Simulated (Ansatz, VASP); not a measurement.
**SiO2 in VASP and in Ansatz**

```
Si O
1.0
    -2.37405    2.37405    3.74400
     2.37405   -2.37405    3.74400
     2.37405    2.37405   -3.74400
Si O
2 4
Direct
  0.00000 0.00000 0.00000
  0.75000 0.25000 0.50000
  0.99838 0.62500 0.87338
  0.37500 0.24838 0.37338
  0.75162 0.12500 0.12662
  0.87500 0.00162 0.62662
```

Alike in both runs: task single point; functional PBE; k mesh 8 × 8 × 8; occupations fermi-dirac, width 3.02 eV; no spin polarisation.

```csv
,VASP,Ansatz
version,VASP 6.6.1,Ansatz 0.2.0
potentials or method,"VASP PAW PBE potentials, release 64 (Si, O), cutoff 520 eV","scalar-relativistic, plane waves, PAW"
valence electrons in the cell,32,32
```

VASP gave:

* gap on the k mesh at the Fermi level (eV): 6.49
* least direct gap on the mesh (eV): 6.49
* pressure (GPa): 38.9
* traceless stress, the component that is largest in VASP (GPa): 0.55
* rms of the force components (eV/Å): 1.147

Which values does Ansatz return?

gap on the k mesh at the Fermi level (eV): 6.56; least direct gap on the mesh (eV): 6.56; pressure (GPa): 42.4; traceless stress, the component that is largest in VASP (GPa): 0.75; rms of the force components (eV/Å): 1.192.

Atom by atom the forces differ by 0.045 eV/Å (rms over components). Both programs put the cell under a high pressure, so it lies far from rest at this level.
